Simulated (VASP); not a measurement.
# BN in VASP: a series of runs, part 2 of 2

VASP 6.6.1.

## Step 3: Single point, PBE+D3(BJ)

INCAR reads:

```
  PREC = Accurate
  ENCUT = 520
  EDIFF = 1E-7
  ISMEAR = 0
  SIGMA = 0.01
  LREAL = F
  LASPH = T
  NELM = 60
  ALGO = Normal
  ISIF = 2
  LWAVE = F
  LCHARG = F
  LDIPOL = T
  IDIPOL = 3
  DIPOL = 0.5 0.5 0.500
  GGA = PE
  IVDW = 12
  NBANDS = 26
```

KPOINTS reads:

```
regular mesh
0
Gamma
  12 12 1
```

POSCAR reads:

```
BN
1.0
    2.5071210896      0.0000000000      0.0000000000
   -1.2535605448      2.1712305539      0.0000000000
    0.0000000000      0.0000000000     45.8423718534
B N
4 4
Direct
    0.6666666667      0.3333333333      0.3911372135
    0.3333333333      0.6666666667      0.4638427230
    0.6666666667      0.3333333333      0.5361572770
    0.3333333333      0.6666666667      0.6088627865
    0.3333333333      0.6666666667      0.3911009424
    0.6666666667      0.3333333333      0.4638406372
    0.3333333333      0.6666666667      0.5361593628
    0.6666666667      0.3333333333      0.6088990576
```

Potentials or basis: VASP PAW PBE potentials, release 64 (B, N).

The run is started by

```bash
> cat potpaw_PBE.64/B/POTCAR potpaw_PBE.64/N/POTCAR > POTCAR
> mpirun -np 1 vasp_std > vasp.out
```

OUTCAR:

```text
PREC = Accurate
   ENCUT = 520
   EDIFF = 1E-7
   ISMEAR = 0
   LREAL = F
   LASPH = T
   NELM = 60
   ISIF = 2
   GGA = PE
   IVDW = 12
 IVDW          = 12

 ion  position               nearest neighbor table
   1  0.667  0.333  0.391-   5 1.45   5 1.45   5 1.45
   2  0.333  0.667  0.464-   6 1.45   6 1.45   6 1.45
   3  0.667  0.333  0.536-   7 1.45   7 1.45   7 1.45
   4  0.333  0.667  0.609-   8 1.45   8 1.45   8 1.45
   5  0.333  0.667  0.391-   1 1.45   1 1.45   1 1.45
   6  0.667  0.333  0.464-   2 1.45   2 1.45   2 1.45
   7  0.333  0.667  0.536-   3 1.45   3 1.45   3 1.45
   8  0.667  0.333  0.609-   4 1.45   4 1.45   4 1.45

  LATTYP: Found a hexagonal cell.
 ALAT       =     2.5071210896
 C/A-ratio  =    18.2848654752

  Lattice vectors:

 A1 = (   2.5071210896,   0.0000000000,   0.0000000000)
 A2 = (  -1.2535605448,   2.1712305539,   0.0000000000)
 A3 = (   0.0000000000,   0.0000000000,  45.8423718534)

Analysis of symmetry for initial positions (statically):
=====================================================================
 Subroutine PRICEL returns:
 Original cell was already a primitive cell.

 Routine SETGRP: Setting up the symmetry group for a
 hexagonal supercell.

 Subroutine GETGRP returns: Found 12 space group operations
 (whereof 12 operations were pure point group operations)
 out of a pool of 24 trial point group operations.

The static configuration has the point symmetry D_3d.

Analysis of symmetry for dynamics (positions and initial velocities):
=====================================================================
 Subroutine PRICEL returns:
 Original cell was already a primitive cell.

 Routine SETGRP: Setting up the symmetry group for a
 hexagonal supercell.

 Subroutine GETGRP returns: Found 12 space group operations
 (whereof 12 operations were pure point group operations)
 out of a pool of 24 trial point group operations.

The dynamic configuration has the point symmetry D_3d.

 Subroutine INISYM returns: Found 12 space group operations
 (whereof 12 operations are pure point group operations),
 and found     1 'primitive' translations

----------------------------------------------------------------------------------------

                                     Primitive cell

  volume of cell :     249.5447

  direct lattice vectors                    reciprocal lattice vectors
     2.507121090  0.000000000  0.000000000     0.398863862  0.230284158  0.000000000
    -1.253560545  2.171230554  0.000000000     0.000000000  0.460568316  0.000000000
     0.000000000  0.000000000 45.842371853     0.000000000  0.000000000  0.021813880

  length of vectors
     2.507121090  2.507121090 45.842371853     0.460568316  0.460568316  0.021813880

  position of ions in fractional coordinates (direct lattice)
     0.666666667  0.333333333  0.391137214
     0.333333333  0.666666667  0.463842723
     0.666666667  0.333333333  0.536157277
     0.333333333  0.666666667  0.608862786
     0.333333333  0.666666667  0.391100942
     0.666666667  0.333333333  0.463840637
     0.333333333  0.666666667  0.536159363
     0.666666667  0.333333333  0.608899058

  ion indices of the primitive-cell ions
   primitive index   ion index
                 1           1
                 2           2
[... 56 lines left out ...]
   total plane-waves  NPLWV = 140000
   dimension x,y,z NGX =    20 NGY =   20 NGZ =  350
   dimension x,y,z NGXF=    40 NGYF=   40 NGZF=  700
   ions per type =               4   4
   NGX,Y,Z   is equivalent  to a cutoff of  13.26, 13.26, 12.69 a.u.
   NGXF,Y,Z  is equivalent  to a cutoff of  26.52, 26.52, 25.39 a.u.
 SYSTEM =  unknown system
   PREC   = accura    normal or accurate (medium, high low for compatibility)
   ISTART =      0    job   : 0-new  1-cont  2-samecut
   ICHARG =      2    charge: 1-file 2-atom 10-const
   ISPIN  =      1    spin polarized calculation?
   LNONCOLLINEAR =      F non collinear calculations
   LSORBIT =      F    spin-orbit coupling
   LASPH  =      T    aspherical Exc in radial PAW
   ENCUT  =  520.0 eV  38.22 Ry    6.18 a.u.   4.66  4.66 85.24*2*pi/ulx,y,z
   NELM   =     60;   NELMIN=  2; NELMDL= -5     # of ELM steps
   EDIFF  = 0.1E-06   stopping-criterion for ELM
   LREAL  =      F    real-space projection
   EDIFFG = 0.1E-05   stopping-criterion for IOM
   NSW    =      0    number of steps for IOM
   IBRION =     -1    ionic relax: 0-MD 1-quasi-New 2-CG
   NFREE  =      0    steps in history (QN), initial steepest desc. (CG)
   ISIF   =      2    stress and relaxation
   ISYM   =      2    0-nonsym 1-usesym 2-fastsym
   POTIM  = 0.5000    time-step for ionic-motion
   TEBEG  =    0.0;   TEEND  =   0.0 temperature during run
   PSTRESS=    0.0 pullay stress
   NELECT =      32.0000    total number of electrons
   NUPDOWN=      -1.0000    fix difference up-down
   EMIN   =  10.00;   EMAX   =-10.00  energy-range for DOS
   EFERMI =   0.00;   METHOD = LEGACY
   ISMEAR =     0;   SIGMA  =   0.01  broadening in eV -4-tet -1-fermi 0-gaus
   EFERMI_NEDOS =   21; number of points for ismear=-14 and -15
   IALGO  =     38    algorithm
   IMIX   =      4    mixing-type and parameters
     AMIX     =   0.40;   BMIX     =  1.00
     AMIX_MAG =   1.60;   BMIX_MAG =  1.00
  volume/ion in A,a.u.               =      31.19       210.50
  Fermi-wavevector in a.u.,A,eV,Ry     =   0.825547  1.560058  9.272760  0.681529
  Thomas-Fermi vector in A             =   1.937425
   LORBIT       =      0    0 simple, 1 ext, 2 COOP (PROOUT), +10 PAW based schemes
   GGA     = PE    functional components
   LHFCALC =     F    Hartree Fock is set to
   AEXX    =    0.0000 exact exchange contribution
   IVDW    =    12    specifies the selected vdW correction
   LEPSILON=     F    determine dielectric tensor
   LRPA    =     F    only Hartree local field effects (RPA)
 non-spin polarized calculation
 Gauss-broadening in eV      SIGMA  =   0.01
  energy-cutoff  :      520.00
  volume of cell :      249.54
 maximum number of plane-waves:      6795
 NGX is ok and might be reduce to    20
   NGX =  9   NGY =  9   NGZ =171

 dipolmoment           0.000000      0.000000      0.000000 electrons x Angstroem

 number of electron      31.9999999 magnetization

 dipolmoment           0.000000      0.000000     -0.000000 electrons x Angstroem

 Free energy of the ion-electron system (eV)
  ---------------------------------------------------
  ext. energy  EPLUGINS =         0.00000000
  ---------------------------------------------------
  free energy    TOTEN  =       -70.33442754 eV

  energy without entropy =      -70.33442754  energy(sigma->0) =      -70.33442754

 E-fermi :  -3.4559     XC(G=0):  -3.1207

 val. band max:       -3.5045618622   @ k =   0.3333   0.3333   0.0000
 cond. band min:       0.8144553558   @ k =   0.5000   0.0000   0.0000
 fundamental gap:      4.3190172181
 Fermi energy:        -3.4558747725

 k-point     1 :       0.0000    0.0000    0.0000
  band No.  band energies     occupation
      1     -21.2688      2.00000
      2     -21.1842      2.00000
      3     -21.0956      2.00000
      4     -21.0311      2.00000
      5      -9.5376      2.00000
      6      -9.0480      2.00000
[... 540 lines left out ...]
     25       9.7840      0.00000
     26      10.1012      0.00000

------------------------ aborting loop because EDIFF is reached ----------------------------------------

 vacuum level on the upper side and lower side of the slab       (xc-potential included)        -0.083        -0.083

 Edisp (eV)   -0.98215

 E8    (eV) :    -0.2952

  FORCE on cell =-STRESS in cart. coord.  units (eV):
  Direction    XX          YY          ZZ          XY          YZ          ZX
  --------------------------------------------------------------------------------------
  -------------------------------------------------------------------------------------
  Total       0.07665     0.07665    -0.06590     0.00000     0.00000    -0.00000
  in kB       0.49214     0.49214    -0.42310     0.00000     0.00000    -0.00000
  external pressure =        0.19 kB  Pullay stress =        0.00 kB

 VOLUME and BASIS-vectors are now :
 -----------------------------------------------------------------------------
  energy-cutoff  :      520.00
  volume of cell :      249.54
      direct lattice vectors                 reciprocal lattice vectors
     2.507121090  0.000000000  0.000000000     0.398863862  0.230284158  0.000000000
    -1.253560545  2.171230554  0.000000000     0.000000000  0.460568316  0.000000000
     0.000000000  0.000000000 45.842371853     0.000000000  0.000000000  0.021813880

 POSITION                                       TOTAL-FORCE (eV/Angst)
 -----------------------------------------------------------------------------------
      1.25356      0.72374     17.93066         0.000000     -0.000000     -0.000662
     -0.00000      1.44749     21.26365        -0.000000      0.000000     -0.000076
      1.25356      0.72374     24.57872         0.000000     -0.000000      0.000076
     -0.00000      1.44749     27.91171        -0.000000      0.000000      0.000662
     -0.00000      1.44749     17.92899         0.000000     -0.000000     -0.000298
      1.25356      0.72374     21.26355        -0.000000      0.000000     -0.000477
     -0.00000      1.44749     24.57882         0.000000     -0.000000      0.000477
      1.25356      0.72374     27.91338        -0.000000      0.000000      0.000298
 -----------------------------------------------------------------------------------
    total drift:                                0.000000     -0.000000      0.000000

  FREE ENERGIE OF THE ION-ELECTRON SYSTEM (eV)
  ---------------------------------------------------
  free  energy   TOTEN  =       -71.3165793525 eV

  energy  without entropy=      -71.3165793525  energy(sigma->0) =      -71.31657935

 vacuum level on the upper side and lower side of the slab         2.299         2.299
```

Wall time 3.9 min (1 thread of AMD EPYC 7R13 (Zen 3), shared host); peak memory 0.37 GiB.

Results:

* Free energy: -71.3166 eV
* Band gap on the k mesh: 4.32 eV, indirect (least direct gap 4.67 eV)
* Dispersion energy per atom: -0.123 eV

## Step 4: Single point, LDA

This run uses another cell than the first one: it holds 4 atoms, not 8.

INCAR reads:

```
SYSTEM = BN
ALGO = Normal
DIPOL = 0.5 0.5 0.500
EDIFF = 1E-6
ENCUT = 520
GGA = CA
IDIPOL = 3
ISIF = 2
ISMEAR = 0
LASPH = .True.
LCHARG = .False.
LDIPOL = .True.
LREAL = .False.
LWAVE = .False.
NBANDS = 16
NELM = 100
PREC = Accurate
SIGMA = 0.02
```

KPOINTS reads:

```
k-points
0
Gamma
  12 12 1
  0 0 0
```

POSCAR reads:

```
BN
1.0
    2.5077193448      0.0000000000      0.0000000000
   -1.2538596724      2.1717486582      0.0000000000
    0.0000000000      0.0000000000     32.6141239338
B N
2 2
Direct
    0.6666666667      0.3333333333      0.4485769560
    0.3333333333      0.6666666667      0.5514230440
    0.3333333333      0.6666666667      0.4485294681
    0.6666666667      0.3333333333      0.5514705319
```

Potentials or basis: VASP PAW LDA potentials, release 64 (B, N).

The run is started by

```bash
> cat potpaw_LDA.64/B/POTCAR potpaw_LDA.64/N/POTCAR > POTCAR
> mpirun -np 1 vasp_std > vasp.out
```

Wall time 87 s (1 thread of Intel Xeon 6975P-C (Granite Rapids), shared host); peak memory 0.25 GiB.

Results (log left out):

```yaml
Free_energy: -38.5131 eV
Largest_force: 0.022 eV/Å
Band_gap_on_the_k_mesh: 4.33 eV, indirect (least direct gap 4.59 eV)
```

Forces on the atoms (eV/Å):
```
B    0.000  0.000  0.022
B    0.000  0.000 -0.022
N    0.000  0.000  0.004
N    0.000  0.000 -0.004
```

Levels at points of the mesh, in eV from the valence-band top:
```csv
k point,band 6,band 7,band 8,band 9,band 10,band 11
"(0.00, 0.00, 0.00)",-1.34,-1.32,-1.32,4.86,5.53,6.14
"(0.50, 0.00, 0.00)",-4.10,-1.16,-0.65,4.33,5.02,9.62
```

## Step 5: Single point, PBE+D3(BJ)

INCAR reads:

```
SYSTEM = BN
  PREC = Accurate
  ENCUT = 520
  EDIFF = 1E-7
  ISMEAR = 0
  SIGMA = 0.02
  LREAL = .FALSE.
  LASPH = .TRUE.
  NELM = 80
  ALGO = Normal
  ISIF = 2
  LWAVE = .FALSE.
  LCHARG = .FALSE.
  LDIPOL = .TRUE.
  IDIPOL = 3
  DIPOL = 0.5 0.5 0.500
  GGA = PE
  IVDW = 12
  NBANDS = 26
```

KPOINTS reads:

```
regular mesh
0
G
  9 9 1
  0 0 0
```

POSCAR reads:

```
BN
1.0
    2.5071210896      0.0000000000      0.0000000000
   -1.2535605448      2.1712305539      0.0000000000
    0.0000000000      0.0000000000     45.8423718534
B N
4 4
Direct
    0.6666666667      0.3333333333      0.3911372135
    0.3333333333      0.6666666667      0.4638427230
    0.6666666667      0.3333333333      0.5361572770
    0.3333333333      0.6666666667      0.6088627865
    0.3333333333      0.6666666667      0.3911009424
    0.6666666667      0.3333333333      0.4638406372
    0.3333333333      0.6666666667      0.5361593628
    0.6666666667      0.3333333333      0.6088990576
```

Potentials or basis: VASP PAW PBE potentials, release 64 (B, N).

The run is started by

```bash
> cat potpaw_PBE.64/B/POTCAR potpaw_PBE.64/N/POTCAR > POTCAR
> mpirun -np 1 vasp_std > vasp.out
```

OUTCAR:

```text
SYSTEM = BN
   PREC = Accurate
   ENCUT = 520
   EDIFF = 1E-7
   ISMEAR = 0
   LREAL = .FALSE.
   LASPH = .TRUE.
   NELM = 80
   ISIF = 2
   GGA = PE
   IVDW = 12
 IVDW          = 12

 ion  position               nearest neighbor table
   1  0.667  0.333  0.391-   5 1.45   5 1.45   5 1.45
   2  0.333  0.667  0.464-   6 1.45   6 1.45   6 1.45
   3  0.667  0.333  0.536-   7 1.45   7 1.45   7 1.45
[... 560 lines left out ...]
  -------------------------------------------------------------------------------------
  Total       0.07633     0.07633    -0.06560     0.00000    -0.00000    -0.00000
  in kB       0.49005     0.49005    -0.42116     0.00000    -0.00000    -0.00000
  external pressure =        0.19 kB  Pullay stress =        0.00 kB

 VOLUME and BASIS-vectors are now :
 -----------------------------------------------------------------------------
  energy-cutoff  :      520.00
  volume of cell :      249.54
      direct lattice vectors                 reciprocal lattice vectors
     2.507121090  0.000000000  0.000000000     0.398863862  0.230284158  0.000000000
    -1.253560545  2.171230554  0.000000000     0.000000000  0.460568316  0.000000000
     0.000000000  0.000000000 45.842371853     0.000000000  0.000000000  0.021813880

 POSITION                                       TOTAL-FORCE (eV/Angst)
 -----------------------------------------------------------------------------------
      1.25356      0.72374     17.93066         0.000000      0.000000     -0.000673
     -0.00000      1.44749     21.26365        -0.000000      0.000000     -0.000075
      1.25356      0.72374     24.57872         0.000000      0.000000      0.000075
     -0.00000      1.44749     27.91171        -0.000000      0.000000      0.000673
     -0.00000      1.44749     17.92899        -0.000000     -0.000000     -0.000319
      1.25356      0.72374     21.26355        -0.000000      0.000000     -0.000478
     -0.00000      1.44749     24.57882        -0.000000     -0.000000      0.000478
      1.25356      0.72374     27.91338        -0.000000      0.000000      0.000319
 -----------------------------------------------------------------------------------
    total drift:                                0.000000     -0.000000     -0.000000

  FREE ENERGIE OF THE ION-ELECTRON SYSTEM (eV)
  ---------------------------------------------------
  free  energy   TOTEN  =       -71.3165544937 eV

  energy  without entropy=      -71.3165544937  energy(sigma->0) =      -71.31655449

 vacuum level on the upper side and lower side of the slab         2.281         2.281
```

Wall time 4.4 min (1 thread of Intel Xeon 6975P-C, shared host); peak memory 0.39 GiB.

What came out:

```
Free energy                : -71.3166 eV
Band gap on the k mesh     : 4.42 eV, indirect (least direct gap 4.67 eV)
Dispersion energy per atom : -0.123 eV
```

Levels at points of the mesh, in eV from the valence-band top:
```tsv
k point	band 12	band 13	band 14	band 15	band 16	band 17	band 18	band 19	band 20	band 21
(0.00, 0.00, 0.00)	-1.33	-1.32	-1.32	-1.31	-1.31	4.92	5.07	5.84	5.99	6.00
```

## Step 6: Single point, PBE+D3(BJ)

INCAR reads:

```
ALGO = Normal
DIPOL = 0.5 0.5 0.500
EDIFF = 1E-6
ENCUT = 520
GGA = PE
IDIPOL = 3
ISIF = 2
ISMEAR = 0
IVDW = 12
LASPH = T
LCHARG = F
LDIPOL = T
LREAL = F
LWAVE = F
NBANDS = 26
NELM = 60
PREC = Accurate
SIGMA = 0.02
```

KPOINTS reads:

```
k-points
0
Gamma
  12 12 1
```

POSCAR is that of step 5.

Potentials or basis: VASP PAW PBE potentials, release 64 (B, N).

The run is started by

```bash
> cat potpaw_PBE.64/B/POTCAR potpaw_PBE.64/N/POTCAR > POTCAR
> mpirun -np 1 vasp_std > vasp.out
```

It took 6.7 min on 1 thread of Intel Xeon 6975P-C, shared host; peak memory 0.42 GiB.

The run converged. Its results:

```yaml
Free_energy: -71.3166 eV
Band_gap_on_the_k_mesh: 4.32 eV, indirect (least direct gap 4.67 eV)
Dispersion_energy_per_atom: -0.123 eV
```

Levels at points of the mesh, in eV from the valence-band top:
| k point | band 13 | band 14 | band 15 | band 16 | band 17 | band 18 | band 19 | band 20 |
| --- | --- | --- | --- | --- | --- | --- | --- | --- |
| (0.00, 0.00, 0.00) | -1.32 | -1.32 | -1.31 | -1.31 | 4.92 | 5.07 | 5.82 | 5.97 |
| (0.50, 0.00, 0.00) | -1.35 | -1.06 | -0.75 | -0.52 | 4.32 | 4.57 | 4.98 | 5.42 |

## Step 7: Single point, PBE+D3(BJ)

INCAR reads:

```
SYSTEM = BN
  PREC = Accurate
  ENCUT = 520
  EDIFF = 1E-6
  ISMEAR = 0
  SIGMA = 0.1
  LREAL = .FALSE.
  LASPH = .TRUE.
  NELM = 100
  ALGO = Normal
  ISIF = 2
  LWAVE = .FALSE.
  LCHARG = .TRUE.
  LDIPOL = .TRUE.
  IDIPOL = 3
  DIPOL = 0.5 0.5 0.500
  GGA = PE
  IVDW = 12
  LELF = .TRUE.
  LVHAR = .TRUE.
  LVACPOTAV = .TRUE.
  NBANDS = 26
```

KPOINTS reads:

```
Automatic mesh
0
G
  9 9 1
  0 0 0
```

POSCAR reads:

```
BN
1.0
    2.5064254170      0.0000000000      0.0000000000
   -1.2532127085      2.1706280838      0.0000000000
    0.0000000000      0.0000000000     45.8423718534
B N
4 4
Direct
    0.6666666667      0.3333333333      0.3917902202
    0.3333333333      0.6666666667      0.4639300734
    0.6666666667      0.3333333333      0.5360699266
    0.3333333333      0.6666666667      0.6082097798
    0.3333333333      0.6666666667      0.3917902202
    0.6666666667      0.3333333333      0.4639300734
    0.3333333333      0.6666666667      0.5360699266
    0.6666666667      0.3333333333      0.6082097798
```

The run is started by

```bash
> cat potpaw_PBE.64/B/POTCAR potpaw_PBE.64/N/POTCAR > POTCAR
> mpirun -np 1 vasp_std > vasp.out
```

It took 3 min on 1 thread of AMD EPYC 7R43 (Zen 3), shared host; peak memory 0.36 GiB.

Results (log left out):

- Free energy: -71.3161 eV
- Largest force: 0.029 eV/Å
- Band gap on the k mesh: 4.42 eV, indirect (least direct gap 4.67 eV)
- Dispersion energy per atom: -0.124 eV

Forces on the atoms (eV/Å):
```
B    0.000  0.000  0.021
B    0.000  0.000  0.003
B    0.000  0.000 -0.003
B    0.000  0.000 -0.021
N    0.000  0.000 -0.029
N    0.000  0.000  0.002
N    0.000  0.000 -0.002
N    0.000  0.000  0.029
```

Levels at points of the mesh, in eV from the valence-band top:
```
           k point  band 14  band 15  band 16  band 17  band 18  band 19
(0.00, 0.00, 0.00)    -1.31    -1.31    -1.31     4.92     5.07     5.81
```

## Step 8: Overview

```csv
level,potentials or basis,cell,k mesh,smearing,gap on the mesh (eV),largest force (eV/Å)
PBE+D3(BJ),"VASP PAW PBE potentials, release 64 (B, N)","a = 2.507, b = 2.507, c = 45.842 Å, angles 90.0, 90.0, 120.0°, 8 atoms",12 × 12 × 1,gaussian 0.01 eV,4.32,-
LDA,"VASP PAW LDA potentials, release 64 (B, N)","a = 2.508, b = 2.508, c = 32.614 Å, angles 90.0, 90.0, 120.0°, 4 atoms",12 × 12 × 1,gaussian 0.02 eV,4.33,0.02
PBE+D3(BJ),"VASP PAW PBE potentials, release 64 (B, N)","a = 2.507, b = 2.507, c = 45.842 Å, angles 90.0, 90.0, 120.0°, 8 atoms",9 × 9 × 1,gaussian 0.02 eV,4.42,-
PBE+D3(BJ),"VASP PAW PBE potentials, release 64 (B, N)","a = 2.507, b = 2.507, c = 45.842 Å, angles 90.0, 90.0, 120.0°, 8 atoms",12 × 12 × 1,gaussian 0.02 eV,4.32,-
PBE+D3(BJ),"VASP PAW PBE potentials, release 64 (B, N)","a = 2.506, b = 2.506, c = 45.842 Å, angles 90.0, 90.0, 120.0°, 8 atoms",9 × 9 × 1,gaussian 0.1 eV,4.42,0.03
```

Some of these runs hold the atoms at other places in the same cell, which the table doesn't show; runs alike in all that it shows share one row.

Alike in all rows: task single point; no spin polarisation; cutoff (eV) 520.

Absolute energies hang on the potentials; compare differences alone.
